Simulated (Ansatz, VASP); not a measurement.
**Two plane-wave programs on HfO2**

INCAR

```
  ALGO = Normal
  EDIFF = 1E-7
  ENCUT = 520
  GGA = PS
  ISIF = 2
  ISMEAR = 0
  LASPH = True
  LCHARG = False
  LREAL = False
  LWAVE = False
  NBANDS = 18
  NELM = 100
  PREC = Accurate
  SIGMA = 0.05
```

KPOINTS

```
k-points
0
Gamma
  8 8 8
```

The input POSCAR:

```
HfO2
1.0
    0.0000000000      2.5220673956      2.5220673956
    2.5220673956      0.0000000000      2.5220673956
    2.5220673956      2.5220673956      0.0000000000
Hf O
1 2
Direct
   -0.0022035292      0.0022035292      0.0044070585
    0.2622915034      0.2377084966      0.2254169932
    0.7622915034      0.7377084966      0.7254169932
```

Input for Ansatz:

```yaml
crystal:
  lattice:
    - [0.0, 2.5220673956, 2.5220673956]
    - [2.5220673956, 0.0, 2.5220673956]
    - [2.5220673956, 2.5220673956, 0.0]
  atoms:
    - { symbol: Hf, position: [-0.0022035292, 0.0022035292, 0.0044070585] }
    - { symbol: O, position: [0.2622915034, 0.2377084966, 0.2254169932] }
    - { symbol: O, position: [0.7622915034, 0.7377084966, 0.7254169932] }
basis:
  ecutwfc: 520.0
kpoints:
  mp_grid: { grid: [8, 8, 8] }
hamiltonian:
  xc: pbesol
  pseudopotentials: { kind: paw, azcp: { folder: soft_1 } }
scf:
  occupations: { method: gaussian, width: 0.05 }
output:
  forces: true
  stress: true
  eigenvalues: true
```

Change from the starting cell: mode 4 frozen in at -0.093 Å and mode 5 at -0.031 Å (largest displacements).

Alike in both runs: task single point; functional PBEsol; k mesh 8 × 8 × 8; occupations gaussian, width 0.05 eV; no spin polarisation.

|  | VASP | Ansatz |
| --- | --- | --- |
| version | VASP 6.6.1 | Ansatz 0.2.0 |
| potentials or method | VASP PAW PBE potentials, release 64 (Hf_pv, O), cutoff 520 eV | scalar-relativistic, plane waves, PAW |
| valence electrons in the cell | 22 | 38 |

```tsv
	VASP	Ansatz	Ansatz less VASP
gap on the k mesh at the Fermi level (eV)	3.71	3.70	-0.011
least direct gap on the mesh (eV)	3.71	3.70	-0.011
pressure (GPa)	-2.2	1.5	+3.73
traceless stress, the component that is largest in VASP (GPa)	0.80	0.80	-0.002
rms of the force components (eV/Å)	0.290	0.300	+0.0098
```

VASP's potentials were made for PBE, not for PBEsol, and Ansatz warns of the same on its side. Atom by atom the forces differ by 0.010 eV/Å (rms over components). VASP's potentials hold 22 valence electrons a cell and Ansatz's 38, so a difference there can come from the potentials and not from the codes.

Spin-orbit coupling is off throughout.
